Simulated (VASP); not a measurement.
Crystal: TaN.

```
Ta N
1.0
     0.00000    2.20863    2.20863
     2.20863    0.00000    2.20863
     2.20863    2.20863    0.00000
Ta N
1 1
Direct
  0.50000 0.50000 0.50000
  0.00000 0.00000 0.00000
```

Base run:

```yaml
Program: VASP 6.6.1
Functional: LDA
Potentials_or_basis: VASP PAW LDA potentials, release 64 (Ta_pv, N)
Cutoff: 600 eV
k_mesh: 16 × 16 × 16
Occupations: gaussian, width 0.1 eV
Spin: no spin polarisation
```

Its results: band gap on the k mesh zero (band 8 reaches 11.08 eV, above the bottom of band 9 at 7.15 eV); pressure -14.3 GPa.

Question: The run is repeated on the same cell with these changes: functional from LDA to PBE; potentials or basis from VASP PAW LDA potentials, release 64 (Ta_pv, N) to VASP PAW PBE potentials, release 64 (Ta_pv, N). What comes out?

Answer: Band gap on the k mesh zero (band 8 reaches 11.26 eV, above the bottom of band 9 at 7.33 eV); pressure 0.7 GPa.

Caveats: spin-orbit coupling is left out, which moves the levels of the heavy elements.
